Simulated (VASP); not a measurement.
Write the native input for VASP 6.6.1 that does the following.

- Task: relaxation of cell and atoms
- Functional: PBE
- Potentials or basis: VASP PAW PBE potentials, release 64 (Be, S)
- Cutoff: 600 eV
- k mesh: 12 × 12 × 12
- Occupations: gaussian, width 0.1 eV
- Spin: no spin polarisation
- Dipole correction: no
- Further INCAR settings: ALGO = Normal; EDIFF = 1e-06; IBRION = 2; EDIFFG = -0.01; NSW = 100; ISIF = 3

The structure of BeS3 lies in POSCAR:

```
BeS3
1.0
    3.9281838508      0.0000000000      0.0000000000
    0.0000000000      3.9281838508      0.0000000000
    0.0000000000      0.0000000000      3.9281838508
Be S
1 3
Direct
    0.0000000000      0.0000000000      0.0000000000
    0.0000000000      0.5000000000      0.5000000000
    0.5000000000      0.0000000000      0.5000000000
    0.5000000000      0.5000000000      0.0000000000
```

These files were run (other wordings do the same):

INCAR

```
PREC = Accurate
ENCUT = 600
EDIFF = 1E-6
ISMEAR = 0
SIGMA = 0.1
LREAL = F
LASPH = T
NELM = 80
ALGO = Normal
ISIF = 3
LWAVE = F
LCHARG = F
GGA = PE
IBRION = 2
NSW = 100
EDIFFG = -0.01
```

KPOINTS

```
Automatic mesh
0
Gamma
  12 12 12
```

Potentials or basis: VASP PAW PBE potentials, release 64 (Be, S).

Launch:

```bash
$ cat potpaw_PBE.64/Be/POTCAR potpaw_PBE.64/S/POTCAR > POTCAR
$ mpirun -np 1 vasp_std > vasp.out
```

Results of the run:

- Relaxed volume: 14.96 Å³/atom
- Relaxed cell: a = 3.912 Å, b = 3.912 Å, c = 3.912 Å, α = 90.00°, β = 90.00°, γ = 90.00°
- Space group after relaxing (to 0.05 Å): Pm-3m (No. 221)
- Energy gained by relaxing: 0.6 meV/atom
- Ionic steps: 2
- Pressure after relaxing: 0.0 GPa
- Band gap on the k mesh: zero (band 10 reaches 9.15 eV, above the bottom of band 11 at 6.62 eV)

It took 31 s on 1 thread of Intel(R) Xeon(R) 6975P-C (Granite Rapids) (shared host), peak memory 0.22 GiB.
